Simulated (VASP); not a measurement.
Cu:

```xyz
2
Lattice="2.5341 0.0000 0.0000 -1.2670 2.1946 0.0000 0.0000 0.0000 4.1948" Properties=species:S:1:pos:R:3 pbc="T T T"
Cu    0.0000    1.4631    1.0487
Cu    1.2670    0.7315    3.1461
```

This cell differs from its parent crystal: strain +0.0200 x Voigt [0, 0, 1, 0, 0, 0].

Base run:

```yaml
Program: VASP 6.6.1
Functional: LDA
Potentials_or_basis: VASP PAW LDA potentials, release 64 (Cu_sv_GW)
Cutoff: 700 eV
k_mesh: 21 × 21 × 12
Occupations: gaussian, width 0.15 eV
Spin: no spin polarisation
```

Its results: band gap on the k mesh zero (band 19 reaches 11.47 eV, above the bottom of band 20 at 5.38 eV); pressure -15.0 GPa.

Problem. The run is repeated on the same cell with these changes: potentials or basis from VASP PAW LDA potentials, release 64 (Cu_sv_GW) to VASP PAW LDA potentials, release 64 (Cu); cutoff from 700 eV to 520 eV; further incar settings from ALGO = Normal; EDIFF = 1e-06; NBANDS = 26 to ALGO = Fast; EDIFF = 1e-06; NBANDS = 18; valence electrons from 38 to 22. What comes out?

Solution. Band gap on the k mesh zero (band 11 reaches 11.63 eV, above the bottom of band 12 at 5.49 eV); pressure -9.7 GPa.
